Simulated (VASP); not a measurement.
**Mg2SiN2: relaxation of cell and atoms with PBE**

The system is Mg2SiN2.

```
Mg Si N
1.0
     5.79708    0.00000    0.00000
     0.00000    5.79708    0.00000
     0.00000    0.00000    3.06219
Mg Si N
4 2 4
Direct
  0.15020 0.34980 0.50000
  0.84980 0.65020 0.50000
  0.34980 0.84980 0.50000
  0.65020 0.15020 0.50000
  0.00000 0.00000 0.00000
  0.50000 0.50000 0.00000
  0.17489 0.67489 0.00000
  0.82511 0.32511 0.00000
  0.32511 0.17489 0.00000
  0.67489 0.82511 0.00000
```

The cell was generated, and may not be a known phase.

```
Program                : VASP 6.6.1
Task                   : relaxation of cell and atoms
Functional             : PBE
Potentials or basis    : VASP PAW PBE potentials, release 64 (Mg, Si, N)
Cutoff                 : 600 eV
k mesh                 : 8 × 8 × 12
Occupations            : gaussian, width 0.1 eV
Spin                   : no spin polarisation
Dipole correction      : no
Further INCAR settings : ALGO = Normal; EDIFF = 1e-06; IBRION = 2; EDIFFG = -0.01; NSW = 100; ISIF = 3
```

| Quantity | Value |
| --- | --- |
| Relaxed volume | 10.28 Å³/atom |
| Relaxed cell | a = 5.801 Å, b = 5.801 Å, c = 3.055 Å, α = 90.00°, β = 90.00°, γ = 90.00° |
| Space group after relaxing (to 0.1 Å) | P4/mbm (No. 127) |
| Energy gained by relaxing | 0.1 meV/atom |
| Ionic steps | 4 |
| Pressure after relaxing | 0.0 GPa |
| Band gap on the k mesh | zero (bands 18 and 19 overlap by 1.55 eV) |

Forces in eV/Å, atoms in the order of the input:
```
Mg  -0.001  0.001  0.000
Mg   0.001 -0.001  0.000
Mg   0.001  0.001  0.000
Mg  -0.001 -0.001  0.000
Si   0.000  0.000  0.000
Si   0.000  0.000  0.000
N    0.001  0.001  0.000
N   -0.001 -0.001  0.000
N   -0.001  0.001  0.000
N    0.001 -0.001  0.000
```

Step by step:
| step | energy change (eV) | largest force (eV/Å) | pressure (GPa) | volume (Å³) |
| --- | --- | --- | --- | --- |
| 1 | 0.0000 | 0.0274 | -0.11 | 102.91 |
| 2 | -0.0004 | 0.0206 | 0.03 | 102.81 |
| 3 | -0.0004 | 0.0213 | 0.08 | 102.76 |
| 4 | -0.0005 | 0.0021 | -0.03 | 102.82 |

Final structure:
```
Mg Si N
1.0
     5.80093    0.00000    0.00000
     0.00000    5.80093    0.00000
     0.00000    0.00000    3.05543
Mg Si N
4 2 4
Cartesian
  0.8706 2.0299 1.5277
  4.9303 3.7711 1.5277
  2.0299 4.9303 1.5277
  3.7711 0.8706 1.5277
  0.0000 5.8009 3.0554
  2.9005 2.9005 3.0554
  1.0123 3.9127 0.0000
  4.7887 1.8882 3.0554
  1.8882 1.0123 0.0000
  3.9127 4.7887 0.0000
```

Levels at points of the mesh, in eV from the Fermi level:
```csv
k point,band 16,band 17,band 18,band 19,band 20,band 21
"(0.00, 0.00, 0.00)",-1.73,-1.53,0.86,1.92,1.92,3.37
"(0.50, 0.00, 0.00)",-1.60,-1.13,-1.13,3.56,3.56,4.08
"(0.50, 0.50, 0.00)",-2.00,-0.83,-0.83,2.15,2.15,4.64
"(0.00, 0.00, 0.50)",-1.40,-1.40,-0.85,-0.69,2.42,2.42
"(0.50, 0.00, 0.50)",-2.59,-2.13,-2.13,0.89,0.89,3.32
"(0.50, 0.50, 0.50)",-2.12,-1.71,-1.71,1.28,1.28,3.34
```

Run time: 5 min on 1 thread of Intel(R) Xeon(R) 6975P-C (Granite Rapids), on a shared host, peak memory 0.42 GiB.
